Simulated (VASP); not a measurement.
# Ag (P6_3/mmc) in VASP: notebook

Ag is run at these levels: r2SCAN; tasks: single point.

Everything below comes from runs of VASP 6.6.1. Logs are shortened: lines on timing, memory, paths and dates and some standing lists are left out, and cuts for length are marked.

**1. The cell of the first run**

The structure is hexagonal, space group P6_3/mmc (No. 194). Conventional cell: a = 2.818 Å, b = 2.818 Å, c = 9.751 Å, α = 90.00°, β = 90.00°, γ = 120.00°. Within 3.7 Å of Ag (site symmetry -6m2) lie 12 Ag at 2.82 to 2.93 Å. Within 3.7 Å of Ag (site symmetry -3m) lie 12 Ag at 2.82 to 2.93 Å.

This isn't the form of Ag at room conditions, which is fcc.

**2. Single point, r2SCAN (strain -0.030 along x and y, +0.030 along z)**

Contents of POSCAR:

```
Ag
1.0
    2.8180527337      0.0000000000      0.0000000000
   -1.4090263668      2.4405052566      0.0000000000
    0.0000000000      0.0000000000      9.7510044385
Ag
4
Direct
    0.3333333333      0.6666666667      0.2500000000
    0.6666666667      0.3333333333      0.7500000000
    0.0000000000      0.0000000000      0.0000000000
    0.0000000000      0.0000000000      0.5000000000
```

Contents of INCAR.step1:

```
SYSTEM = Ag
ALGO = Normal
EDIFF = 1E-4
ENCUT = 520
GGA = PE
ISMEAR = 0
LASPH = .True.
LCHARG = .False.
LREAL = .False.
LWAVE = .True.
NBANDS = 30
NELM = 100
PREC = Accurate
SIGMA = 0.15
```

Contents of INCAR.step2:

```
SYSTEM = Ag
ALGO = Normal
EDIFF = 1E-7
ENCUT = 520
ISIF = 2
ISMEAR = 0
ISTART = 1
LASPH = .True.
LCHARG = .True.
LELF = .True.
LMIXTAU = .True.
LREAL = .False.
LVHAR = .True.
LWAVE = .False.
METAGGA = R2SCAN
NBANDS = 30
NELM = 100
PREC = Accurate
SIGMA = 0.15
```

Contents of KPOINTS:

```
k-points
0
Gamma
  18 18 6
  0 0 0
```

Potentials or basis: VASP PAW PBE potentials, release 64 (Ag).

Command:

```bash
cat potpaw_PBE.64/Ag/POTCAR > POTCAR
cp INCAR.step1 INCAR
mpirun -np 1 vasp_std > vasp.out
cp INCAR.step2 INCAR
mpirun -np 1 vasp_std > vasp.out
```

OUTCAR:

```text
SYSTEM = Ag
   EDIFF = 1E-7
   ENCUT = 520
   ISIF = 2
   ISMEAR = 0
   ISTART = 1
   LASPH = .True.
   LREAL = .False.
   METAGGA = R2SCAN
   NELM = 100
   PREC = Accurate

 ion  position               nearest neighbor table
   1  0.333  0.667  0.250-   3 2.93   4 2.93   3 2.93   4 2.93   3 2.93   4 2.93
   2  0.667  0.333  0.750-   3 2.93   4 2.93   3 2.93   4 2.93   3 2.93   4 2.93
   3  0.000  0.000  0.000-   1 2.93   2 2.93   1 2.93   2 2.93   2 2.93   1 2.93
   4  0.000  0.000  0.500-   1 2.93   2 2.93   1 2.93   2 2.93   2 2.93   1 2.93

  LATTYP: Found a hexagonal cell.
 ALAT       =     2.8180527337
 C/A-ratio  =     3.4601923243

  Lattice vectors:

 A1 = (   2.8180527337,   0.0000000000,   0.0000000000)
 A2 = (  -1.4090263668,   2.4405052566,   0.0000000000)
 A3 = (   0.0000000000,   0.0000000000,   9.7510044385)

Analysis of symmetry for initial positions (statically):
=====================================================================
 Subroutine PRICEL returns:
 Original cell was already a primitive cell.

 Routine SETGRP: Setting up the symmetry group for a
 hexagonal supercell.

 Subroutine GETGRP returns: Found 24 space group operations
 (whereof 12 operations were pure point group operations)
 out of a pool of 24 trial point group operations.

The static configuration has the point symmetry D_3d.
 The point group associated with its full space group is D_6h.

Analysis of symmetry for dynamics (positions and initial velocities):
=====================================================================
 Subroutine PRICEL returns:
 Original cell was already a primitive cell.

 Routine SETGRP: Setting up the symmetry group for a
 hexagonal supercell.

 Subroutine GETGRP returns: Found 24 space group operations
 (whereof 12 operations were pure point group operations)
 out of a pool of 24 trial point group operations.

The dynamic configuration has the point symmetry D_3d.
 The point group associated with its full space group is D_6h.

 Subroutine INISYM returns: Found 24 space group operations
 (whereof 12 operations are pure point group operations),
 and found     1 'primitive' translations

----------------------------------------------------------------------------------------

                                     Primitive cell

  volume of cell :      67.0623
[... 91 lines left out ...]
   ENCUT  =  520.0 eV  38.22 Ry    6.18 a.u.   5.24  5.24 18.13*2*pi/ulx,y,z
   NELM   =    100;   NELMIN=  2; NELMDL=  0     # of ELM steps
   EDIFF  = 0.1E-06   stopping-criterion for ELM
   LREAL  =      F    real-space projection
   EDIFFG = 0.1E-05   stopping-criterion for IOM
   NSW    =      0    number of steps for IOM
   IBRION =     -1    ionic relax: 0-MD 1-quasi-New 2-CG
   NFREE  =      0    steps in history (QN), initial steepest desc. (CG)
   ISIF   =      2    stress and relaxation
   ISYM   =      2    0-nonsym 1-usesym 2-fastsym
   POTIM  = 0.5000    time-step for ionic-motion
   TEBEG  =    0.0;   TEEND  =   0.0 temperature during run
   PSTRESS=    0.0 pullay stress
   NELECT =      44.0000    total number of electrons
   NUPDOWN=      -1.0000    fix difference up-down
   EMIN   =  10.00;   EMAX   =-10.00  energy-range for DOS
   EFERMI =   0.00;   METHOD = LEGACY
   ISMEAR =     0;   SIGMA  =   0.15  broadening in eV -4-tet -1-fermi 0-gaus
   EFERMI_NEDOS =   21; number of points for ismear=-14 and -15
   IALGO  =     38    algorithm
   IMIX   =      4    mixing-type and parameters
     AMIX     =   0.40;   BMIX     =  1.00
     AMIX_MAG =   1.60;   BMIX_MAG =  1.00
  volume/ion in A,a.u.               =      16.77       113.14
  Fermi-wavevector in a.u.,A,eV,Ry     =   1.422546  2.688222 27.533254  2.023637
  Thomas-Fermi vector in A             =   2.543238
   LORBIT       =      0    0 simple, 1 ext, 2 COOP (PROOUT), +10 PAW based schemes
   METAGGA = R2SCAN    functional components
   LHFCALC =     F    Hartree Fock is set to
   AEXX    =    0.0000 exact exchange contribution
   IVDW    =     0    specifies the selected vdW correction
   LEPSILON=     F    determine dielectric tensor
   LRPA    =     F    only Hartree local field effects (RPA)
 non-spin polarized calculation
 Gauss-broadening in eV      SIGMA  =   0.15
  energy-cutoff  :      520.00
  volume of cell :       67.06
 maximum number of plane-waves:      1824
 NGX is ok and might be reduce to    24
   NGX = 11   NGY = 11   NGZ = 37

 number of electron      44.0000006 magnetization

 Free energy of the ion-electron system (eV)
  ---------------------------------------------------
  ext. energy  EPLUGINS =         0.00000000
  ---------------------------------------------------
  free energy    TOTEN  =       -85.34867369 eV

  energy without entropy =      -85.33511116  energy(sigma->0) =      -85.34189243

 E-fermi :   8.6740     XC(G=0): -13.0815

 val. band max:        8.6667966213   @ k =   0.0556   0.0556   0.0000
 cond. band min:       8.7082166375   @ k =   0.3889   0.0556   0.0000
 fundamental gap:      0.0414200163
 Fermi energy:         8.6739850965

 k-point     1 :       0.0000    0.0000    0.0000
  band No.  band energies     occupation
      1       0.5774      2.00000
      2       1.7643      2.00000
      3       1.7726      2.00000
      4       1.7769      2.00000
      5       3.2090      2.00000
      6       3.4769      2.00000
[... 781 lines left out ...]
     29      18.6923      0.00000
     30      19.1645      0.00000

 [... further k-points ...]

------------------------ aborting loop because EDIFF is reached ----------------------------------------

  FORCE on cell =-STRESS in cart. coord.  units (eV):
  Direction    XX          YY          ZZ          XY          YZ          ZX
  --------------------------------------------------------------------------------------
  -------------------------------------------------------------------------------------
  Total        2.7621384      2.7621384     -0.1300024      0.0000000      0.0000000      0.0000000
  in kB       65.9899494     65.9899494     -3.1058723      0.0000000      0.0000000      0.0000000
  external PRESSURE =      42.9580088 kB  Pullay stress =       0.0000000 kB

 VOLUME and BASIS-vectors are now :
 -----------------------------------------------------------------------------
  energy-cutoff  :      520.00
  volume of cell :       67.06
      direct lattice vectors                 reciprocal lattice vectors
     2.818052734  0.000000000  0.000000000     0.354854964  0.204875609  0.000000000
    -1.409026367  2.440505257  0.000000000     0.000000000  0.409751217  0.000000000
     0.000000000  0.000000000  9.751004439     0.000000000  0.000000000  0.102553538

 POSITION                                       TOTAL-FORCE (eV/Angst)
 -----------------------------------------------------------------------------------
     -0.00000      1.62700      2.43775        -0.000000      0.000000     -0.000000
      1.40903      0.81350      7.31325         0.000000     -0.000000     -0.000000
      0.00000      0.00000      0.00000        -0.000000      0.000000      0.000000
      0.00000      0.00000      4.87550        -0.000000      0.000000      0.000000
 -----------------------------------------------------------------------------------
    total drift:                               -0.000000      0.000000     -0.000000

  FREE ENERGIE OF THE ION-ELECTRON SYSTEM (eV)
  ---------------------------------------------------
  free  energy   TOTEN  =       -85.3486736919 eV

  energy  without entropy=      -85.3351111610  energy(sigma->0) =      -85.34189243
```

OUTCAR.step1:

```text
SYSTEM = Ag
   EDIFF = 1E-4
   ENCUT = 520
   GGA = PE
   ISMEAR = 0
   LASPH = .True.
   LREAL = .False.
   NELM = 100
[... 1022 lines left out ...]
      1.40903      0.81350      7.31325        -0.000000     -0.000000      0.000000
      0.00000      0.00000      0.00000         0.000000      0.000000      0.000000
      0.00000      0.00000      4.87550         0.000000      0.000000      0.000000
 -----------------------------------------------------------------------------------
    total drift:                               -0.000000      0.000000     -0.000000

  FREE ENERGIE OF THE ION-ELECTRON SYSTEM (eV)
  ---------------------------------------------------
  free  energy   TOTEN  =       -10.7278658508 eV

  energy  without entropy=      -10.7132447150  energy(sigma->0) =      -10.72055528
```

Wall time 26 min (1 thread of Intel Xeon 8259CL, shared host); peak memory 0.36 GiB.

Results:

* Free energy: -85.3487 eV
* Pressure: 4.3 GPa
* Band gap on the k mesh: zero (bands 22 and 23 overlap by 7.47 eV)

Stress tensor (GPa, compression positive):
```
 6.60  0.00  0.00
 0.00  6.60  0.00
 0.00  0.00 -0.31
```

Levels at points of the mesh, in eV from the Fermi level:
```
           k point  band 20  band 21  band 22  band 23  band 24  band 25
(0.00, 0.00, 0.00)    -3.76    -3.76    -3.39    -3.39    -0.81     3.00
(0.50, 0.00, 0.00)    -3.04    -0.03     0.86     1.26     1.82     4.76
(0.00, 0.00, 0.50)    -3.53    -3.53    -3.53    -2.86    -2.86     5.84
(0.50, 0.00, 0.50)    -3.05     0.41     0.41     1.64     1.64     5.07
```

Caveat: the cell differs from its parent crystal (strain -0.030 along x and y, +0.030 along z); the cell stands under pressure; the PAW data sets were made with another functional, which shifts forces and pressure a little.

**3. Single point, r2SCAN (strain +0.000 along x and y, -0.030 along z)**

Contents of POSCAR:

```
Ag
1.0
    2.9052090038      0.0000000000      0.0000000000
   -1.4526045019      2.5159848006      0.0000000000
    0.0000000000      0.0000000000      9.1829847625
Ag
4
Direct
    0.3333333333      0.6666666667      0.2500000000
    0.6666666667      0.3333333333      0.7500000000
    0.0000000000      0.0000000000      0.0000000000
    0.0000000000      0.0000000000      0.5000000000
```

Contents of INCAR.step1:

```
SYSTEM = Ag
PREC     = Accurate       ! precision mode
ENCUT    = 520            ! plane-wave cutoff, eV
ISMEAR   = 0              ! smearing method
SIGMA    = 0.15           ! smearing width, eV
LREAL    = .FALSE.        ! projectors in reciprocal space
LASPH    = .TRUE.         ! aspherical terms in the spheres
NELM     = 80             ! most SCF steps
NBANDS   = 30             ! bands
GGA      = PE             ! functional
ALGO     = Normal         ! electronic algorithm
EDIFF    = 1E-4           ! SCF threshold, eV
LWAVE    = .TRUE.         ! write WAVECAR
LCHARG   = .FALSE.        ! write CHGCAR
```

Contents of INCAR.step2:

```
SYSTEM = Ag
PREC     = Accurate       ! precision mode
ENCUT    = 520            ! plane-wave cutoff, eV
EDIFF    = 1E-7           ! SCF threshold, eV
ISMEAR   = 0              ! smearing method
SIGMA    = 0.15           ! smearing width, eV
LREAL    = .FALSE.        ! projectors in reciprocal space
LASPH    = .TRUE.         ! aspherical terms in the spheres
NELM     = 80             ! most SCF steps
ALGO     = Normal         ! electronic algorithm
ISIF     = 2              ! what is computed and relaxed
LWAVE    = .FALSE.        ! write WAVECAR
LCHARG   = .FALSE.        ! write CHGCAR
METAGGA  = R2SCAN         ! meta-GGA
LMIXTAU  = .TRUE.       
NBANDS   = 30             ! bands
ISTART   = 1
```

Contents of KPOINTS:

```
regular mesh
0
G
  18 18 6
  0 0 0
```

Potentials or basis: VASP PAW PBE potentials, release 64 (Ag).

Command:

```bash
cat potpaw_PBE.64/Ag/POTCAR > POTCAR
cp INCAR.step1 INCAR
mpirun -np 1 vasp_std > vasp.out
cp INCAR.step2 INCAR
mpirun -np 1 vasp_std > vasp.out
```

Wall time 21 min (1 thread of Intel Xeon 8259CL, shared host); peak memory 0.35 GiB.

It converged, with:

```yaml
Free_energy: -85.3874 eV
Pressure: 3.8 GPa
Band_gap_on_the_k_mesh: zero (bands 22 and 23 overlap by 6.80 eV)
```

Stress tensor (GPa, compression positive):
```
2.61 0.00 0.00
0.00 2.61 0.00
0.00 0.00 6.19
```

Levels at points of the mesh, in eV from the Fermi level:
| k point | band 20 | band 21 | band 22 | band 23 | band 24 | band 25 |
| --- | --- | --- | --- | --- | --- | --- |
| (0.00, 0.00, 0.00) | -3.75 | -3.75 | -3.31 | -3.31 | -0.11 | 4.27 |
| (0.50, 0.00, 0.00) | -3.10 | -0.26 | 0.77 | 0.96 | 1.55 | 4.46 |
| (0.00, 0.00, 0.50) | -3.50 | -3.50 | -3.50 | -2.39 | -2.39 | 7.40 |
| (0.50, 0.00, 0.50) | -3.20 | 0.18 | 0.18 | 1.39 | 1.39 | 5.01 |

Caveat: the cell differs from its parent crystal (strain +0.000 along x and y, -0.030 along z); the cell stands under pressure; the PAW data sets were made with another functional, which shifts forces and pressure a little.
